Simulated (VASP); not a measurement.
# Fe (Im-3m) in VASP: settings compared

Fe is run at these levels: PBE, LDA; tasks: single point.

Everything below comes from runs of VASP 6.6.1. Logs are shortened: lines on timing, memory, paths and dates and some standing lists are left out, and cuts for length are marked.

### Step 1. The cell of the first run

It takes space group Im-3m (No. 229, cubic). Conventional cell: a = 2.886 Å, b = 2.886 Å, c = 2.886 Å, α = 90.00°, β = 90.00°, γ = 90.00°. Fe (site symmetry m-3m) has 14 Fe at 2.50 to 2.89 Å within 3.3 Å.

### Step 2. Single point, PBE, collinear spin, ferromagnetic start

Contents of INCAR:

```
PREC = Accurate
ENCUT = 520
EDIFF = 1E-7
ISMEAR = -1
SIGMA = 0.05
LREAL = False
LASPH = True
NELM = 150
ALGO = Normal
ISIF = 2
LWAVE = False
LCHARG = False
ISPIN = 2
MAGMOM = 3.8
LORBIT = 11
NUPDOWN = 3.8
LMAXMIX = 4
GGA = PE
NBANDS = 14
```

Contents of KPOINTS:

```
Automatic mesh
0
Gamma
  11 11 11
```

Contents of POSCAR:

```
Fe
1.0
   -1.4430000000      1.4430000000      1.4430000000
    1.4430000000     -1.4430000000      1.4430000000
    1.4430000000      1.4430000000     -1.4430000000
Fe
1
Direct
    0.0000000000      0.0000000000      0.0000000000
```

Potentials or basis: VASP PAW PBE potentials, release 64 (Fe).

Command:

```sh
cat potpaw_PBE.64/Fe/POTCAR > POTCAR
mpirun -np 1 vasp_std > vasp.out
```

OUTCAR:

```text
PREC = Accurate
   ENCUT = 520
   EDIFF = 1E-7
   ISMEAR = -1
   LREAL = False
   LASPH = True
   NELM = 150
   ISIF = 2
   ISPIN = 2
   LORBIT = 11
   NUPDOWN = 3.8
   GGA = PE

 ion  position               nearest neighbor table
   1  0.000  0.000  0.000-

  LATTYP: Found a body centered cubic cell.
 ALAT       =     2.8860000000

  Lattice vectors:

 A1 = (  -1.4430000000,   1.4430000000,   1.4430000000)
 A2 = (   1.4430000000,  -1.4430000000,   1.4430000000)
 A3 = (   1.4430000000,   1.4430000000,  -1.4430000000)

Analysis of symmetry for initial positions (statically):
=====================================================================
 Subroutine PRICEL returns:
 Original cell was already a primitive cell.

 Routine SETGRP: Setting up the symmetry group for a
 body centered cubic supercell.

 Subroutine GETGRP returns: Found 48 space group operations
 (whereof 48 operations were pure point group operations)
 out of a pool of 48 trial point group operations.

The static configuration has the point symmetry O_h .

Analysis of symmetry for dynamics (positions and initial velocities):
=====================================================================
 Subroutine PRICEL returns:
 Original cell was already a primitive cell.

 Routine SETGRP: Setting up the symmetry group for a
 body centered cubic supercell.

 Subroutine GETGRP returns: Found 48 space group operations
 (whereof 48 operations were pure point group operations)
 out of a pool of 48 trial point group operations.

The dynamic configuration has the point symmetry O_h .

Analysis of structural, dynamic, and magnetic symmetry:
=====================================================================
 Subroutine PRICEL returns:
 Original cell was already a primitive cell.

 Routine SETGRP: Setting up the symmetry group for a
 body centered cubic supercell.

 Subroutine GETGRP returns: Found 48 space group operations
 (whereof 48 operations were pure point group operations)
 out of a pool of 48 trial point group operations.

The overall configuration has the point symmetry O_h .

 Subroutine INISYM returns: Found 48 space group operations
 (whereof 48 operations are pure point group operations),
 and found     1 'primitive' translations

----------------------------------------------------------------------------------------

                                     Primitive cell

  volume of cell :      12.0187

  direct lattice vectors                    reciprocal lattice vectors
    -1.443000000  1.443000000  1.443000000     0.000000000  0.346500347  0.346500347
     1.443000000 -1.443000000  1.443000000     0.346500347  0.000000000  0.346500347
[... 115 lines left out ...]
  energy-cutoff  :      520.00
  volume of cell :       12.02
 maximum number of plane-waves:       335
   NGX =  9   NGY =  9   NGZ =  9

 number of electron       7.9999995 magnetization       3.7999997

 Free energy of the ion-electron system (eV)
  ---------------------------------------------------
  ext. energy  EPLUGINS =         0.00000000
  ---------------------------------------------------
  free energy    TOTEN  =        -6.76822418 eV

  energy without entropy =       -6.75784410  energy(sigma->0) =       -6.76303414

 E-fermi :   4.9721     XC(G=0): -12.7880

 val. band max:        9.6480536916   @ k =   0.2727   0.1818   0.1818
 cond. band min:       4.9821312830   @ k =   0.1818   0.1818   0.0000
 fundamental gap:     -4.6659224086
 Fermi energy:         9.8127733806

 spin component 1

 k-point     1 :       0.0000    0.0000    0.0000
  band No.  band energies     occupation
      1      -3.3155      1.00000
      2       2.3380      1.00000
      3       2.3380      1.00000
      4       2.3380      1.00000
      5       3.6739      1.00000
      6       3.6739      1.00000
      7      29.2311      0.00000
      8      29.2311      0.00000
      9      29.2311      0.00000
     10      34.0405      0.00000
     11      34.0405      0.00000
     12      35.8446      0.00000
     13      35.8446      0.00000
     14      35.8446      0.00000
[... 379 lines left out ...]
      3       2.4683      1.00000
      4       3.7605      1.00000
      5       3.8744      1.00000
      6       8.9935      1.00000
      7      11.9055      0.00000
      8      16.6595      0.00000
      9      19.7011      0.00000
     10      33.5558      0.00000
     11      38.1305      0.00000
     12      38.6731      0.00000
     13      44.2168      0.00000
     14      44.3048      0.00000

 [... further k-points ...]

 spin component 2

 k-point     1 :       0.0000    0.0000    0.0000
  band No.  band energies     occupation
      1      -2.1250      1.00000
      2       5.6781      0.00000
      3       5.6781      0.00000
      4       5.6781      0.00000
      5       7.3065      0.00000
      6       7.3065      0.00000
      7      30.0328      0.00000
      8      30.0328      0.00000
      9      30.0328      0.00000
     10      35.1135      0.00000
     11      35.1135      0.00000
     12      37.7989      0.00000
     13      37.7992      0.00000
     14      37.8055      0.00000
[... 379 lines left out ...]
      3       4.9526      0.59614
      4       7.4142      0.00000
      5       7.5737      0.00000
      6      11.3270      0.00000
      7      14.2254      0.00000
      8      18.4043      0.00000
      9      21.3469      0.00000
     10      34.7069      0.00000
     11      39.2505      0.00000
     12      40.2126      0.00000
     13      45.3005      0.00000
     14      45.9764      0.00000

 [... further k-points ...]
[... 5 lines left out ...]
  --------------------------------------------------------------------------------------
  -------------------------------------------------------------------------------------
  Total        2.9329338      2.9329338      2.9329338      0.0000000      0.0000000     -0.0000000
  in kB      390.9793831    390.9793831    390.9793831      0.0000000      0.0000000     -0.0000000
  external PRESSURE =     390.9793831 kB  Pullay stress =       0.0000000 kB

 VOLUME and BASIS-vectors are now :
 -----------------------------------------------------------------------------
  energy-cutoff  :      520.00
  volume of cell :       12.02
      direct lattice vectors                 reciprocal lattice vectors
    -1.443000000  1.443000000  1.443000000     0.000000000  0.346500347  0.346500347
     1.443000000 -1.443000000  1.443000000     0.346500347  0.000000000  0.346500347
     1.443000000  1.443000000 -1.443000000     0.346500347  0.346500347  0.000000000

 POSITION                                       TOTAL-FORCE (eV/Angst)
 -----------------------------------------------------------------------------------
      0.00000      0.00000      0.00000         0.000000      0.000000     -0.000000
 -----------------------------------------------------------------------------------
    total drift:                                0.000000     -0.000000      0.000000

  FREE ENERGIE OF THE ION-ELECTRON SYSTEM (eV)
  ---------------------------------------------------
  free  energy   TOTEN  =        -6.7682241778 eV

  energy  without entropy=       -6.7578441048  energy(sigma->0) =       -6.76303414

 total charge

# of ion       s       p       d       tot
------------------------------------------
    1        0.509   0.604   6.016   7.128

 magnetization (x)

# of ion       s       p       d       tot
------------------------------------------
    1        0.043   0.201   3.384   3.628
```

Wall time 22 s (1 thread of Intel Xeon Platinum 8259CL at 2.50GHz (Skylake/Cascade Lake), shared host); peak memory 0.14 GiB.

What came out:

```yaml
Free_energy: -6.7682 eV
Pressure: 39.1 GPa
Net_moment: 3.80 μB per cell
Site_moments: Fe +3.63 μB
Valence_electrons_inside_the_program's_atomic_spheres: Fe 7.13
```

Caveat: the total moment is fixed, so each spin has its own Fermi level.

### Step 3. Single point, PBE, collinear spin, ferromagnetic start

Contents of INCAR:

```
SYSTEM = Fe
ALGO = Normal
EDIFF = 1E-6
ENCUT = 520
GGA = PE
ISIF = 2
ISMEAR = -1
ISPIN = 2
LASPH = .True.
LCHARG = .True.
LELF = .True.
LMAXMIX = 4
LORBIT = 11
LREAL = .False.
LVHAR = .True.
LWAVE = .False.
MAGMOM = 4.5
NBANDS = 14
NELM = 150
NUPDOWN = 4.5
PREC = Accurate
SIGMA = 0.05
```

Contents of KPOINTS:

```
k-points
0
Gamma
  11 11 11
  0 0 0
```

POSCAR is that of step 2.

Potentials or basis: VASP PAW PBE potentials, release 64 (Fe).

Command:

```sh
cat potpaw_PBE.64/Fe/POTCAR > POTCAR
mpirun -np 1 vasp_std > vasp.out
```

Wall time 19 s (1 thread of Intel Xeon Platinum 8259CL at 2.50GHz (Skylake/Cascade Lake), shared host); peak memory 0.13 GiB.

Results (log left out):

```yaml
Free_energy: -4.3980 eV
Pressure: 82.4 GPa
Net_moment: 4.50 μB per cell
Site_moments: Fe +4.22 μB
Valence_electrons_inside_the_program's_atomic_spheres: Fe 7.11
```

Caveat: the total moment is fixed, so each spin has its own Fermi level.

### Step 4. Single point, PBE, collinear spin, ferromagnetic start

Edit INCAR of step 3 so:

```diff
@@ -16,6 +16,6 @@
 LWAVE = .False.
-MAGMOM = 4.5
+MAGMOM = 6
 NBANDS = 14
 NELM = 150
-NUPDOWN = 4.5
+NUPDOWN = 6.0
 PREC = Accurate
```

KPOINTS is that of step 3.

POSCAR is that of step 3.

Command:

```sh
cat potpaw_PBE.64/Fe/POTCAR > POTCAR
mpirun -np 1 vasp_std > vasp.out
```

It took 18 s on 1 thread of Intel Xeon Platinum 8259CL at 2.50GHz (Skylake/Cascade Lake), shared host; peak memory 0.13 GiB.

It converged, with:

```
Free energy                                           : 2.9164 eV
Pressure                                              : 188.7 GPa
Net moment                                            : 6.00 μB per cell
Site moments                                          : Fe +5.46 μB
Valence electrons inside the program's atomic spheres : Fe 7.06
```

Caveat: the total moment is fixed, so each spin has its own Fermi level.

### Step 5. Single point, LDA, collinear spin, ferromagnetic start

Contents of INCAR:

```
SYSTEM = Fe
  PREC = Accurate
  ENCUT = 520
  EDIFF = 1E-7
  ISMEAR = -1
  SIGMA = 0.05
  LREAL = .FALSE.
  LASPH = .TRUE.
  NELM = 150
  ALGO = Fast
  ISIF = 2
  LWAVE = .FALSE.
  LCHARG = .FALSE.
  ISPIN = 2
  MAGMOM = 3
  LORBIT = 11
  LMAXMIX = 4
  NBANDS = 14
```

Contents of KPOINTS:

```
regular mesh
0
G
  13 13 13
  0 0 0
```

POSCAR is that of step 4.

Potentials or basis: VASP PAW LDA potentials, release 64 (Fe).

Command:

```sh
cat potpaw_LDA.64/Fe/POTCAR > POTCAR
mpirun -np 1 vasp_std > vasp.out
```

Run time: 33 s. Hardware: 1 thread of AMD EPYC 7R13 (Zen 3), shared host; peak memory 0.11 GiB.

The run converged. Its results:

```
Free energy                                           : -9.0699 eV
Pressure                                              : -26.7 GPa
Net moment                                            : 2.16 μB per cell
Site moments                                          : Fe +2.15 μB
Valence electrons inside the program's atomic spheres : Fe 7.17
```

Levels at points of the mesh, in eV from the Fermi level:
Spin up:
```csv
k point,band 1,band 2,band 3,band 4,band 5,band 6,band 7,band 8,band 9,band 10
"(0.00, 0.00, 0.00)",-8.17,-2.16,-2.16,-2.16,-0.92,-0.92,24.35,24.35,24.35,29.13
```
Spin down:
```csv
k point,band 1,band 2,band 3,band 4,band 5,band 6,band 7
"(0.00, 0.00, 0.00)",-7.82,-0.38,-0.38,-0.38,1.35,1.35,24.47
```

### Step 6. Single point, PBE, collinear spin, ferromagnetic start

Contents of INCAR:

```
SYSTEM = Fe
PREC = Accurate
ENCUT = 520
EDIFF = 1E-6
ISMEAR = 1
SIGMA = 0.05
LREAL = .False.
LASPH = .True.
NELM = 150
ALGO = Fast
ISIF = 2
LWAVE = .False.
LCHARG = .False.
ISPIN = 2
MAGMOM = 3
LORBIT = 11
LMAXMIX = 4
GGA = PE
NBANDS = 14
```

Contents of KPOINTS:

```
regular mesh
0
Gamma
  11 11 11
  0 0 0
```

POSCAR is that of step 5.

Potentials or basis: VASP PAW PBE potentials, release 64 (Fe).

Command:

```sh
cat potpaw_PBE.64/Fe/POTCAR > POTCAR
mpirun -np 1 vasp_std > vasp.out
```

Run time: 19 s. Hardware: 1 thread of Intel Xeon Platinum 8259CL at 2.50GHz (Skylake/Cascade Lake), shared host; peak memory 0.14 GiB.

Results (log left out):

```yaml
Free_energy: -8.2220 eV
Pressure: -9.4 GPa
Net_moment: 2.27 μB per cell
Site_moments: Fe +2.28 μB
Valence_electrons_inside_the_program's_atomic_spheres: Fe 7.16
```

Levels at points of the mesh, in eV from the Fermi level:
Spin up:
```tsv
k point	band 3	band 4	band 5	band 6	band 7	band 8
(0.00, 0.00, 0.00)	-2.15	-2.15	-1.04	-1.04	24.54	24.54
```
Spin down:
```csv
k point,band 1,band 2,band 3,band 4,band 5,band 6,band 7,band 8
"(0.00, 0.00, 0.00)",-7.88,-0.15,-0.15,-0.15,1.77,1.77,24.25,24.25
```

### Step 7. The runs side by side

```tsv
level	potentials or basis	fixed moment (μB)	k mesh	smearing	gap on the mesh (eV)	pressure (GPa)	moment (μB)
PBE	VASP PAW PBE potentials, release 64 (Fe)	3.8	11 × 11 × 11	fermi-dirac 0.05 eV	-	39.1	3.80
PBE	VASP PAW PBE potentials, release 64 (Fe)	4.5	11 × 11 × 11	fermi-dirac 0.05 eV	-	82.4	4.50
PBE	VASP PAW PBE potentials, release 64 (Fe)	6.0	11 × 11 × 11	fermi-dirac 0.05 eV	-	188.7	6.00
LDA	VASP PAW LDA potentials, release 64 (Fe)	-	13 × 13 × 13	fermi-dirac 0.05 eV	none	-26.7	2.16
PBE	VASP PAW PBE potentials, release 64 (Fe)	-	11 × 11 × 11	methfessel-paxton 0.05 eV	none	-9.4	2.27
```

Alike in all rows: task single point; spin collinear, ferromagnetic start; cell as given; cutoff (eV) 520.

Caveats: the total moment is fixed, so each spin has its own Fermi level (some runs).

Total energies depend on the potentials used, so only differences within one code and one set of settings carry meaning.
